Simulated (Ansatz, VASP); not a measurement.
# Zr in VASP and in Ansatz

```xyz
3
Lattice="4.8357 0.0000 0.0000 -2.4179 4.1878 0.0000 0.0000 0.0000 3.0151" Properties=species:S:1:pos:R:3 pbc="T T T"
Zr    0.0000    0.0000    0.0000
Zr    0.0000    2.7919    1.5075
Zr    2.4179    1.3959    1.5075
```

Change from the starting cell: volume scaled by 0.88, PAW files.

Alike in both runs: task single point; functional PBE; k mesh 8 × 8 × 11; occupations fermi-dirac, width 0.1 eV; no spin polarisation.

|  | VASP | Ansatz |
| --- | --- | --- |
| version | VASP 6.6.1 | Ansatz 0.2.0 |
| potentials or method | VASP PAW PBE potentials, release 64 (Zr_sv) | PAW with Ansatz's default frozen-core files, scalar-relativistic |
| plane-wave cutoff (eV) | 520 | 420 |
| valence electrons in the cell | 36 | 36 |

```tsv
	VASP	Ansatz	Ansatz less VASP
pressure (GPa)	15.2	15.2	-0.06
```
